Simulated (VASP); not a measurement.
# Au (P-1) in VASP: single point with PBE

Aim: the single point of Au with PBE.

Program: VASP 6.6.1. These are calculated values, not measurements. Logs are shortened: lines on timing, memory, paths and dates and some standing lists are left out, and cuts for length are marked.

**1. The cell of the first run**

The typed cell holds 2 atoms: a = 2.799 Å, b = 3.133 Å, c = 5.321 Å, α = 102.27°, β = 99.52°, γ = 83.62°.

**2. Single point, PBE (strained)**

File INCAR:

```
  PREC = Accurate
  ENCUT = 520
  EDIFF = 1E-6
  ISMEAR = 0
  SIGMA = 0.1
  LREAL = F
  LASPH = T
  NELM = 100
  ALGO = Normal
  ISIF = 2
  LWAVE = F
  LCHARG = T
  GGA = PE
  LELF = T
  LVHAR = T
  NBANDS = 18
```

File KPOINTS:

```
Automatic mesh
0
Gamma
  16 16 8
```

File POSCAR:

```
Au
1.0
    2.7922331183      0.1689293435      0.1097759184
    0.1563624396      3.1273940808      0.0890073712
   -1.0076300107     -1.2268549846      5.0788677692
Au
2
Direct
    0.2945903172      0.3147692708      0.6983754638
    0.7054096828      0.6852307292      0.3016245362
```

Potentials or basis: VASP PAW PBE potentials, release 64 (Au).

Run with:

```
> cat potpaw_PBE.64/Au/POTCAR > POTCAR
> mpirun -np 1 vasp_std > vasp.out
```

OUTCAR:

```text
PREC = Accurate
   ENCUT = 520
   EDIFF = 1E-6
   ISMEAR = 0
   LREAL = F
   LASPH = T
   NELM = 100
   ISIF = 2
   GGA = PE

 ion  position               nearest neighbor table
   1  0.295  0.315  0.698-   2 2.83   2 2.86   2 2.98   2 3.04   2 3.24
   2  0.705  0.685  0.302-   1 2.83   1 2.86   1 2.98   1 3.04   1 3.24

  LATTYP: Found a triclinic cell.
 ALAT       =     6.4697710430
 B/A-ratio  =     1.1294651815
 C/A-ratio  =     0.4327033616
 COS(alpha) =     0.0251206802
 COS(beta)  =     0.5148901258
 COS(gamma) =     0.8001369067

  Lattice vectors:

 A1 = (  -3.6435006894,   1.7316097527,   5.0580992220)
 A2 = (  -0.6949051315,   5.0279331770,   5.2568825116)
 A3 = (  -2.7922331183,  -0.1689293435,  -0.1097759184)

Analysis of symmetry for initial positions (statically):
=====================================================================
 Subroutine PRICEL returns:
 Original cell was already a primitive cell.

 Routine SETGRP: Setting up the symmetry group for a
 triclinic supercell.

 Subroutine GETGRP returns: Found  2 space group operations
 (whereof  2 operations were pure point group operations)
 out of a pool of  2 trial point group operations.

The static configuration has the point symmetry S_2 .

Analysis of symmetry for dynamics (positions and initial velocities):
=====================================================================
 Subroutine PRICEL returns:
 Original cell was already a primitive cell.

 Routine SETGRP: Setting up the symmetry group for a
 triclinic supercell.

 Subroutine GETGRP returns: Found  2 space group operations
 (whereof  2 operations were pure point group operations)
 out of a pool of  2 trial point group operations.

The dynamic configuration has the point symmetry S_2 .

 Subroutine INISYM returns: Found  2 space group operations
 (whereof  2 operations are pure point group operations),
 and found     1 'primitive' translations

----------------------------------------------------------------------------------------

                                     Primitive cell

  volume of cell :      44.8313

  direct lattice vectors                    reciprocal lattice vectors
     2.792233118  0.168929343  0.109775918     0.356733752 -0.019714611  0.066012482
     0.156362440  3.127394081  0.089007371    -0.022141897  0.318795398  0.072615571
    -1.007630011 -1.226854985  5.078867769    -0.007322495 -0.005160786  0.194194876

  length of vectors
     2.799491679  3.132565284  5.321220650     0.363325313  0.327709918  0.194401396

  position of ions in fractional coordinates (direct lattice)
     0.294590317  0.314769271  0.698375464
     0.705409683  0.685230729  0.301624536

  ion indices of the primitive-cell ions
   primitive index   ion index
                 1           1
                 2           2

----------------------------------------------------------------------------------------

 KPOINTS: Automatic mesh

Automatic generation of k-mesh.
 Grid dimensions read from file:
 generate k-points for:   16   16    8

 Generating k-lattice:

  Cartesian coordinates                     Fractional coordinates (reciprocal lattice)
     0.022295859 -0.001232163  0.004125780     0.062500000 -0.000000000  0.000000000
    -0.001383869  0.019924712  0.004538473     0.000000000  0.062500000 -0.000000000
    -0.000915312 -0.000645098  0.024274360     0.000000000  0.000000000  0.125000000

  Length of vectors
     0.022707832  0.020481870  0.024300174

  Shift w.r.t. Gamma in fractional coordinates (k-lattice)
     0.000000000  0.000000000  0.000000000

 Subroutine IBZKPT returns following result:
 ===========================================

 Found   1028 irreducible k-points:

 Following reciprocal coordinates:
            Coordinates               Weight
  0.000000  0.000000  0.000000      1.000000
  0.062500  0.000000  0.000000      2.000000
  0.125000  0.000000  0.000000      2.000000
  0.187500  0.000000 -0.000000      2.000000
  0.250000  0.000000  0.000000      2.000000
  0.312500 -0.000000  0.000000      2.000000
[... 16 lines left out ...]
 -0.187500  0.062500  0.000000      2.000000
 -0.125000  0.062500  0.000000      2.000000
 [... further k-points ...]
   k-points           NKPTS =   1028   k-points in BZ     NKDIM =   1028   number of bands    NBANDS=     18
   number of dos      NEDOS =    301   number of ions     NIONS =      2
   total plane-waves  NPLWV =  23040
   dimension x,y,z NGX =    24 NGY =   24 NGZ =   40
   dimension x,y,z NGXF=    48 NGYF=   48 NGZF=   80
   ions per type =               2
   NGX,Y,Z   is equivalent  to a cutoff of  14.25, 12.74, 12.50 a.u.
   NGXF,Y,Z  is equivalent  to a cutoff of  28.50, 25.47, 24.99 a.u.
 SYSTEM =  unknown system
   PREC   = accura    normal or accurate (medium, high low for compatibility)
   ISTART =      0    job   : 0-new  1-cont  2-samecut
   ICHARG =      2    charge: 1-file 2-atom 10-const
   ISPIN  =      1    spin polarized calculation?
   LNONCOLLINEAR =      F non collinear calculations
   LSORBIT =      F    spin-orbit coupling
   LASPH  =      T    aspherical Exc in radial PAW
   ENCUT  =  520.0 eV  38.22 Ry    6.18 a.u.   5.21  5.82  9.89*2*pi/ulx,y,z
   NELM   =    100;   NELMIN=  2; NELMDL= -5     # of ELM steps
   EDIFF  = 0.1E-05   stopping-criterion for ELM
   LREAL  =      F    real-space projection
   EDIFFG = 0.1E-04   stopping-criterion for IOM
   NSW    =      0    number of steps for IOM
   IBRION =     -1    ionic relax: 0-MD 1-quasi-New 2-CG
   NFREE  =      0    steps in history (QN), initial steepest desc. (CG)
   ISIF   =      2    stress and relaxation
   ISYM   =      2    0-nonsym 1-usesym 2-fastsym
   POTIM  = 0.5000    time-step for ionic-motion
   TEBEG  =    0.0;   TEEND  =   0.0 temperature during run
   PSTRESS=    0.0 pullay stress
   NELECT =      22.0000    total number of electrons
   NUPDOWN=      -1.0000    fix difference up-down
   EMIN   =  10.00;   EMAX   =-10.00  energy-range for DOS
   EFERMI =   0.00;   METHOD = LEGACY
   ISMEAR =     0;   SIGMA  =   0.10  broadening in eV -4-tet -1-fermi 0-gaus
   EFERMI_NEDOS =   21; number of points for ismear=-14 and -15
   IALGO  =     38    algorithm
   IMIX   =      4    mixing-type and parameters
     AMIX     =   0.40;   BMIX     =  1.00
     AMIX_MAG =   1.60;   BMIX_MAG =  1.00
  volume/ion in A,a.u.               =      22.42       151.27
  Fermi-wavevector in a.u.,A,eV,Ry     =   1.291285  2.440175 22.686585  1.667417
  Thomas-Fermi vector in A             =   2.423064
   LORBIT       =      0    0 simple, 1 ext, 2 COOP (PROOUT), +10 PAW based schemes
   GGA     = PE    functional components
   LHFCALC =     F    Hartree Fock is set to
   AEXX    =    0.0000 exact exchange contribution
   IVDW    =     0    specifies the selected vdW correction
   LEPSILON=     F    determine dielectric tensor
   LRPA    =     F    only Hartree local field effects (RPA)
 non-spin polarized calculation
 Gauss-broadening in eV      SIGMA  =   0.10
  energy-cutoff  :      520.00
  volume of cell :       44.83
 maximum number of plane-waves:      1224
 NGX is ok and might be reduce to    24
   NGX = 11   NGY = 11   NGZ = 19

 number of electron      22.0000000 magnetization

 Free energy of the ion-electron system (eV)
  ---------------------------------------------------
  ext. energy  EPLUGINS =         0.00000000
  ---------------------------------------------------
  free energy    TOTEN  =        -5.83250107 eV

  energy without entropy =       -5.82881168  energy(sigma->0) =       -5.83065637

 E-fermi :   5.5742     XC(G=0): -10.9819

 val. band max:        5.5738383065   @ k =  -0.1250   0.3750   0.3750
 cond. band min:       5.5756085501   @ k =  -0.3125   0.3750   0.2500
 fundamental gap:      0.0017702436
 Fermi energy:         5.5741662729

 k-point     1 :       0.0000    0.0000    0.0000
  band No.  band energies     occupation
      1      -2.1467      2.00000
      2      -0.2233      2.00000
      3       0.4709      2.00000
      4       1.1053      2.00000
      5       1.8824      2.00000
      6       2.2248      2.00000
[... 10 lines left out ...]
     17      21.3238      0.00000
     18      21.8371      0.00000

 k-point     2 :       0.0625    0.0000    0.0000
  band No.  band energies     occupation
      1      -2.0441      2.00000
      2      -0.1156      2.00000
      3       0.4924      2.00000
      4       1.1679      2.00000
      5       1.8879      2.00000
      6       2.2173      2.00000
[... 10 lines left out ...]
     17      21.4569      0.00000
     18      21.7322      0.00000

 k-point     3 :       0.1250    0.0000    0.0000
  band No.  band energies     occupation
      1      -1.7472      2.00000
      2       0.1938      2.00000
      3       0.5519      2.00000
      4       1.3483      2.00000
      5       1.9010      2.00000
      6       2.1938      2.00000
[... 10 lines left out ...]
     17      20.5735      0.00000
     18      21.6644      0.00000

 k-point     4 :       0.1875    0.0000   -0.0000
  band No.  band energies     occupation
      1      -1.2925      2.00000
      2       0.6112      2.00000
      3       0.6802      2.00000
      4       1.5864      2.00000
      5       1.9207      2.00000
      6       2.1757      2.00000
[... 10 lines left out ...]
     17      19.8985      0.00000
     18      21.6258      0.00000

 k-point     5 :       0.2500    0.0000    0.0000
  band No.  band energies     occupation
      1      -0.7521      2.00000
      2       0.6862      2.00000
      3       1.1841      2.00000
      4       1.6729      2.00000
      5       1.9183      2.00000
      6       2.1836      2.00000
[... 10 lines left out ...]
     17      19.9337      0.00000
     18      21.3549      0.00000

 k-point     6 :       0.3125   -0.0000    0.0000
  band No.  band energies     occupation
      1      -0.2451      2.00000
      2       0.6778      2.00000
      3       1.4615      2.00000
      4       1.7822      2.00000
      5       1.8634      2.00000
      6       2.0823      2.00000
[... 10 lines left out ...]
     17      19.5885      0.00000
     18      20.4251      0.00000

 k-point     7 :       0.3750    0.0000   -0.0000
  band No.  band energies     occupation
      1       0.0999      2.00000
      2       0.5877      2.00000
      3       1.5023      2.00000
      4       1.7399      2.00000
      5       1.9555      2.00000
      6       2.0749      2.00000
[... 10 lines left out ...]
     17      19.3525      0.00000
     18      19.8477      0.00000

 k-point     8 :       0.4375    0.0000    0.0000
  band No.  band energies     occupation
      1       0.2695      2.00000
      2       0.4722      2.00000
      3       1.5270      2.00000
      4       1.6344      2.00000
      5       1.9856      2.00000
      6       2.2696      2.00000
[... 10 lines left out ...]
     17      19.4314      0.00000
     18      19.5861      0.00000
[... 229 lines left out ...]
     17      18.6510      0.00000
     18      19.1179      0.00000

 k-point    20 :      -0.3750    0.0625   -0.0000
  band No.  band energies     occupation
      1       0.1416      2.00000
      2       0.6150      2.00000
      3       1.4824      2.00000
      4       1.7046      2.00000
      5       2.0076      2.00000
      6       2.1271      2.00000
[... 10 lines left out ...]
     17      18.4188      0.00000
     18      19.2081      0.00000

 k-point    21 :      -0.3125    0.0625    0.0000
  band No.  band energies     occupation
      1      -0.1695      2.00000
      2       0.7022      2.00000
      3       1.4862      2.00000
      4       1.8069      2.00000
      5       1.9227      2.00000
      6       2.0672      2.00000
[... 10 lines left out ...]
     17      18.6677      0.00000
     18      20.3469      0.00000

 k-point    22 :      -0.2500    0.0625    0.0000
  band No.  band energies     occupation
      1      -0.6546      2.00000
      2       0.7204      2.00000
      3       1.2190      2.00000
      4       1.7198      2.00000
      5       1.9760      2.00000
      6       2.1185      2.00000
[... 10 lines left out ...]
     17      18.6745      0.00000
     18      21.7188      0.00000

 k-point    23 :      -0.1875    0.0625    0.0000
  band No.  band energies     occupation
      1      -1.1930      2.00000
      2       0.6616      2.00000
      3       0.7089      2.00000
      4       1.5818      2.00000
      5       1.9472      2.00000
      6       2.1646      2.00000
[... 10 lines left out ...]
     17      18.9902      0.00000
     18      22.4549      0.00000

 k-point    24 :      -0.1250    0.0625    0.0000
  band No.  band energies     occupation
      1      -1.6561      2.00000
      2       0.2207      2.00000
      3       0.6062      2.00000
      4       1.3419      2.00000
      5       1.9088      2.00000
      6       2.2094      2.00000
[... 10 lines left out ...]
     17      20.4218      0.00000
     18      22.2481      0.00000

 [... further k-points ...]
[... 5 lines left out ...]
  --------------------------------------------------------------------------------------
  -------------------------------------------------------------------------------------
  Total       -0.9165316     -2.3220999     -2.2356552     -0.2568524     -0.2583422     -0.0068764
  in kB      -32.7549665    -82.9871083    -79.8977492     -9.1793787     -9.2326241     -0.2457497
  external PRESSURE =     -65.2132747 kB  Pullay stress =       0.0000000 kB

 VOLUME and BASIS-vectors are now :
 -----------------------------------------------------------------------------
  energy-cutoff  :      520.00
  volume of cell :       44.83
      direct lattice vectors                 reciprocal lattice vectors
     2.792233118  0.168929343  0.109775918     0.356733752 -0.019714611  0.066012482
     0.156362440  3.127394081  0.089007371    -0.022141897  0.318795398  0.072615571
    -1.007630011 -1.226854985  5.078867769    -0.007322495 -0.005160786  0.194194876

 POSITION                                       TOTAL-FORCE (eV/Angst)
 -----------------------------------------------------------------------------------
      0.16808      0.17737      3.60731         0.044764      0.008994      0.571900
      1.77289      1.89210      1.67034        -0.044764     -0.008994     -0.571900
 -----------------------------------------------------------------------------------
    total drift:                               -0.000000     -0.000000      0.000000

  FREE ENERGIE OF THE ION-ELECTRON SYSTEM (eV)
  ---------------------------------------------------
  free  energy   TOTEN  =        -5.8325010726 eV

  energy  without entropy=       -5.8288116769  energy(sigma->0) =       -5.83065637
```

Run time: 4.7 min. Hardware: 1 thread of Intel Xeon Platinum 8488C (Sapphire Rapids), shared host; peak memory 0.71 GiB.

Results:

```
Free energy            : -5.8325 eV
Pressure               : -6.5 GPa
Largest force          : 0.574 eV/Å
Band gap on the k mesh : zero (band 11 reaches 8.30 eV, above the bottom of band 12 at 3.90 eV)
```

Forces on the atoms (eV/Å):
```
Au   0.045  0.009  0.572
Au  -0.045 -0.009 -0.572
```

Caveat: the cell differs from its parent crystal (strained); spin-orbit coupling is left out, which moves the levels of the heavy elements.
